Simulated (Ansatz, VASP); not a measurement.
Two plane-wave programs on Zn5CdSe6

```
Zn Cd Se
1.0
     7.10577    0.00000    0.00000
    -3.55289    6.15378    0.00000
     0.00000    0.00000    6.72624
Zn Cd Se
5 1 6
Direct
  0.66667 0.33333 0.00565
  0.33333 0.66667 0.00565
  0.33891 0.00000 0.50466
  0.00000 0.33891 0.50466
  0.66109 0.66109 0.50466
  0.00000 0.00000 0.00636
  0.00000 0.00000 0.40327
  0.66667 0.33333 0.37631
  0.33333 0.66667 0.37631
  0.35267 0.00000 0.87416
  0.00000 0.35267 0.87416
  0.64733 0.64733 0.87416
```

Alike in both runs: functional PBE; k mesh 6 × 6 × 4; occupations gaussian, width 0.02 eV; no spin polarisation.

Ansatz relaxed the structure, and its values are those at the end. VASP's run is a single point on that final structure, the one shown.

|  | VASP | Ansatz |
| --- | --- | --- |
| version | VASP 6.6.1 | Ansatz 0.2.0 |
| potentials or method | VASP PAW PBE potentials, release 64 (Zn, Cd, Se), cutoff 500 eV | scalar-relativistic, plane waves, PAW |
| valence electrons in the cell | 108 | 176 |

|  | VASP | Ansatz | Ansatz less VASP |
| --- | --- | --- | --- |
| gap on the k mesh at the Fermi level (eV) | 1.02 | 1.02 | 0.000 |
| least direct gap on the mesh (eV) | 1.02 | 1.02 | 0.000 |
| pressure (GPa) | 0.2 | 0.0 | -0.21 |
| rms of the force components (eV/Å) | 0.005 | 0.004 | -0.0018 |

VASP's potentials hold 108 valence electrons a cell and Ansatz's 176, so a difference there can come from the potentials and not from the codes.
